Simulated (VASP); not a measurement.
A run of VASP 6.6.1:

The input INCAR:

```
PREC = Accurate ; ENCUT = 520
EDIFF = 1E-6 ; ISMEAR = -1
SIGMA = 0.05 ; LREAL = False
LASPH = True ; NELM = 100
ALGO = Normal ; ISIF = 2
LWAVE = False ; LCHARG = True
GGA = PS ; LELF = True
LVHAR = True ; NBANDS = 38
```

The input KPOINTS:

```
regular mesh
0
Gamma
  7 7 1
```

POSCAR

```
Bi
1.0
    4.5390002997      0.0000000000      0.0000000000
   -2.2695001498      3.9308895674      0.0000000000
    0.0000000000      0.0000000000     32.7435000000
Bi
4
Direct
    0.6666666667      0.3333333334      0.2290530945
    0.3333333333      0.6666666666      0.4096843648
    0.6666666667      0.3333333334      0.5903156352
    0.3333333333      0.6666666666      0.7709469055
```

Potentials or basis: VASP PAW PBE potentials, release 64 (Bi_d).

The run is started by

```console
$ cat potpaw_PBE.64/Bi_d/POTCAR > POTCAR
$ mpirun -np 1 vasp_std > vasp.out
```

Hardware: 1 thread of Intel(R) Xeon(R) Platinum 8259CL CPU @ 2.50GHz (Skylake/Cascade Lake), with other jobs on the host.

Estimate the wall time of this run.

Run time: 3.9 min on 1 thread of Intel(R) Xeon(R) Platinum 8259CL CPU @ 2.50GHz (Skylake/Cascade Lake), with other jobs on the host, peak memory 0.7 GiB. Counts: scf iterations 15, k points 8.
